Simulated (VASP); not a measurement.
Set up this calculation in VASP 6.6.1, as the native input.

| Quantity | Value |
| --- | --- |
| Task | single point |
| Functional | PBE |
| Potentials or basis | VASP PAW PBE potentials, release 64 (C, Ta_pv) |
| Cutoff | 600 eV |
| k mesh | 13 × 13 × 13 |
| Occupations | fermi-dirac, width 0.0334 eV |
| Spin | no spin polarisation |
| Dipole correction | no |
| Further INCAR settings | ALGO = Normal; EDIFF = 1e-06; NBANDS = 14 |

The structure of TaC lies in POSCAR:

```
TaC
1.0
    0.0000000000      2.2029680000      2.2029680000
    2.2029680000      0.0000000000      2.2029680000
    2.2029680000      2.2029680000      0.0000000000
C Ta
1 1
Direct
    0.0000000000      0.0000000000      0.0000000000
    0.5000000000      0.5000000000      0.5000000000
```

These files were run (other wordings do the same):

INCAR

```
SYSTEM = TaC
  PREC = Accurate
  ENCUT = 600
  EDIFF = 1E-6
  ISMEAR = -1
  SIGMA = 0.0334
  LREAL = .FALSE.
  LASPH = .TRUE.
  NELM = 120
  ALGO = Normal
  ISIF = 2
  LWAVE = .FALSE.
  LCHARG = .FALSE.
  GGA = PE
  NBANDS = 14
  GGA_COMPAT = .FALSE.
```

KPOINTS

```
Automatic mesh
0
G
  13 13 13
  0 0 0
```

Potentials or basis: VASP PAW PBE potentials, release 64 (C, Ta_pv).

Launch:

```sh
$ cat potpaw_PBE.64/C/POTCAR potpaw_PBE.64/Ta_pv/POTCAR > POTCAR
$ mpirun -np 1 vasp_std > vasp.out
```

Results of the run:

```yaml
Pressure: 17.5 GPa
Band_gap_on_the_k_mesh: zero (an odd number of electrons rules out a gap without spin polarisation)
```

Caveat: the cell stands under pressure; spin-orbit coupling is left out, which moves the levels of the heavy elements.

Run time: 57 s on 1 thread of Intel Xeon 8259CL, on a shared host, peak memory 0.18 GiB.
